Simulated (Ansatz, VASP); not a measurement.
**Two plane-wave programs on GaAs**

POSCAR

```
GaAs
1.0
    0.0000000000      2.7480925426      2.7480925426
    2.7480925426      0.0000000000      2.7480925426
    2.7480925426      2.7480925426      0.0000000000
Ga As
1 1
Direct
    0.0000000000      0.0000000000      0.0000000000
    0.2500000000      0.2500000000      0.2500000000
```

Contents of INCAR.step1:

```
SYSTEM = GaAs
  PREC = Accurate
  ENCUT = 520
  ISMEAR = 0
  SIGMA = 0.01
  LREAL = .False.
  LASPH = .True.
  NELM = 80
  NBANDS = 16
  GGA = PE
  ALGO = Normal
  EDIFF = 1E-4
  LWAVE = .True.
  LCHARG = .False.
```

File INCAR.step2:

```
SYSTEM = GaAs
  PREC = Accurate
  ENCUT = 520
  EDIFF = 1E-6
  ISMEAR = 0
  SIGMA = 0.01
  LREAL = .False.
  LASPH = .True.
  NELM = 80
  ALGO = Normal
  ISIF = 2
  LWAVE = .False.
  LCHARG = .False.
  METAGGA = R2SCAN
  LMIXTAU = .True.
  NBANDS = 16
  ISTART = 1
```

The input KPOINTS:

```
regular mesh
0
Gamma
  8 8 8
  0 0 0
```

Input for Ansatz:

```yaml
crystal:
  lattice:
    - [0.0, 2.7480925426, 2.7480925426]
    - [2.7480925426, 0.0, 2.7480925426]
    - [2.7480925426, 2.7480925426, 0.0]
  atoms:
    - { symbol: Ga, position: [0.0, 0.0, 0.0] }
    - { symbol: As, position: [0.25, 0.25, 0.25] }
kpoints:
  mp_grid: { grid: [8, 8, 8] }
  band_path:
    path:
      - [0.0, 0.0, 0.0]
      - [-0.5, -0.5, 0.0]
      - [-0.375, -0.375, 0.25]
      - [-0.375, 0.0, 0.375]
      - [0.0, 0.0, 0.5]
      - [-0.5, -0.25, 0.25]
    npoints: 1
hamiltonian:
  xc: r2scan
scf:
  occupations: { method: fixed }
  n_extra_bands: 4
output:
  forces: true
  stress: true
  eigenvalues: true
```

Change from the starting cell: hydrostatic strain -3.0%.

Alike in both runs: task single point; functional r2SCAN; k mesh 8 × 8 × 8; no spin polarisation.

```csv
,VASP,Ansatz
version,VASP 6.6.1,Ansatz 0.2.0
potentials or method,"VASP PAW PBE potentials, release 64 (Ga_d, As)","plane waves, PAW"
plane-wave cutoff (eV),520,500
occupations,"gaussian, width 0.01 eV",fixed
valence electrons in the cell,18,28
```

```tsv
	VASP	Ansatz	Ansatz less VASP
gap on the k mesh at the Fermi level (eV)	1.59	1.60	+0.009
pressure (GPa)	8.3	8.2	-0.15
```

VASP's potentials were made for PBE, not for r2SCAN. VASP's potentials hold 18 valence electrons a cell and Ansatz's 28, so a difference there can come from the potentials and not from the codes.
